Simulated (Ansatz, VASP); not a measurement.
# CoAuC4N4: VASP beside Ansatz

Contents of INCAR:

```
ALGO = Normal ; EDIFF = 1E-7
ENCUT = 520 ; GGA = PE
ISIF = 2 ; ISMEAR = 0
ISPIN = 2 ; LASPH = T
LCHARG = F ; LMAXMIX = 4
LORBIT = 11 ; LREAL = F
LWAVE = F ; MAGMOM = 3 0 0 0 0 0 0 0 0 0
NBANDS = 43 ; NELM = 150
PREC = Accurate ; SIGMA = 0.1
```

KPOINTS

```
k-points
0
Gamma
  4 4 4
```

Contents of POSCAR:

```
CoAuC4N4
1.0
    5.8826218900      0.0000000000      0.0000000000
    0.0000000000      5.8826218900      0.0000000000
    0.0000000000      0.0000000000      5.8826218900
Co C Au N
1 4 1 4
Direct
    0.0000000000      0.0000000000      0.0000000000
    0.1881440800      0.1881440800      0.1881440800
    0.1881440800      0.8118559200      0.8118559200
    0.8118559200      0.1881440800      0.8118559200
    0.8118559200      0.8118559200      0.1881440800
    0.5000000000      0.5000000000      0.5000000000
    0.3029738000      0.3029738000      0.3029738000
    0.3029738000      0.6970262000      0.6970262000
    0.6970262000      0.3029738000      0.6970262000
    0.6970262000      0.6970262000      0.3029738000
```

Input for Ansatz:

```yaml
crystal:
  lattice:
    - [5.88262189, 0.0, 0.0]
    - [0.0, 5.88262189, 0.0]
    - [0.0, 0.0, 5.88262189]
  atoms:
    - { symbol: Co, position: [0.0, 0.0, 0.0], spin: 3.0 }
    - { symbol: C, position: [0.18814408, 0.18814408, 0.18814408] }
    - { symbol: C, position: [0.18814408, 0.81185592, 0.81185592] }
    - { symbol: C, position: [0.81185592, 0.18814408, 0.81185592] }
    - { symbol: C, position: [0.81185592, 0.81185592, 0.18814408] }
    - { symbol: Au, position: [0.5, 0.5, 0.5] }
    - { symbol: "N", position: [0.3029738, 0.3029738, 0.3029738] }
    - { symbol: "N", position: [0.3029738, 0.6970262, 0.6970262] }
    - { symbol: "N", position: [0.6970262, 0.3029738, 0.6970262] }
    - { symbol: "N", position: [0.6970262, 0.6970262, 0.3029738] }
basis:
  ecutwfc: 420
kpoints:
  mp_grid: { grid: [4, 4, 4] }
hamiltonian:
  xc: pbe
scf:
  occupations: { method: gaussian, width: 0.1 }
  lower_state_search: "off"
output:
  forces: true
  stress: true
  eigenvalues: true
  populations: true
magnetization:
  spin_polarized: true
```

Alike in both runs: task single point; functional PBE; k mesh 4 × 4 × 4; occupations gaussian, width 0.1 eV; collinear spin.

|  | VASP | Ansatz |
| --- | --- | --- |
| version | VASP 6.6.1 | Ansatz 0.2.0 |
| potentials or method | VASP PAW PBE potentials, release 64 (Co, C, Au, N), cutoff 520 eV | scalar-relativistic, plane waves, PAW |
| valence electrons in the cell | 56 | 72 |

Ansatz gave:

| Quantity | Value |
| --- | --- |
| gap on the k mesh at the Fermi level (eV) | none |
| pressure (GPa) | 3.4 |
| rms of the force components (eV/Å) | 0.525 |
| net moment per atom (μB) | 0.20 |
| size of the moment on the site where the two differ most (μB) | 1.67 |

Q: Estimate VASP's values.

A: gap on the k mesh at the Fermi level (eV): none; pressure (GPa): 3.7; rms of the force components (eV/Å): 0.504; net moment per atom (μB): 0.20; size of the moment on the site where the two differ most (μB): 1.85.

Site moments also hang on the region over which each program counts them. Atom by atom the forces differ by 0.190 eV/Å (rms over components). A gap of «none» marks a metal or a gap that the smearing closes. VASP's potentials hold 56 valence electrons a cell and Ansatz's 72, so a difference there can come from the potentials and not from the codes.

Neither program's run includes spin-orbit coupling. Noted on VASP's run: the standard files for N, O and F lose accuracy on very short bonds.
